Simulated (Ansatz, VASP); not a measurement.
**Two plane-wave programs on C**

```
C
1.0
     2.56470    0.00000    0.00000
    -1.28235    2.22110    0.00000
     0.00000    0.00000   12.58450
C
12
Cartesian
  0.0000 0.0000 2.3515
  0.0000 0.0000 8.6438
  0.0000 0.0000 3.9407
  0.0000 0.0000 10.2330
  0.0000 1.4807 6.5536
  1.2824 0.7404 0.2613
  0.0000 1.4807 12.3232
  1.2824 0.7404 6.0309
  0.0000 1.4807 8.1182
  1.2824 0.7404 1.8259
  0.0000 1.4807 10.7586
  1.2824 0.7404 4.4663
```

Alike in both runs: task single point; functional PBE; k mesh 12 × 12 × 2; occupations gaussian, width 0.05 eV; no spin polarisation.

|  | VASP | Ansatz |
| --- | --- | --- |
| version | VASP 6.6.1 | Ansatz 0.2.0 |
| potentials or method | VASP PAW PBE potentials, release 64 (C), cutoff 520 eV | scalar-relativistic, plane waves, PAW |
| valence electrons in the cell | 48 | 48 |

```tsv
	VASP	Ansatz	Ansatz less VASP
gap on the k mesh at the Fermi level (eV)	4.29	4.29	+0.007
least direct gap on the mesh (eV)	5.21	5.22	+0.006
pressure (GPa)	-18.2	-18.7	-0.45
traceless stress, the component that is largest in VASP (GPa)	3.40	3.40	-0.005
rms of the force components (eV/Å)	0.012	0.012	+0.0006
```

Atom by atom the forces differ by 0.001 eV/Å (rms over components).
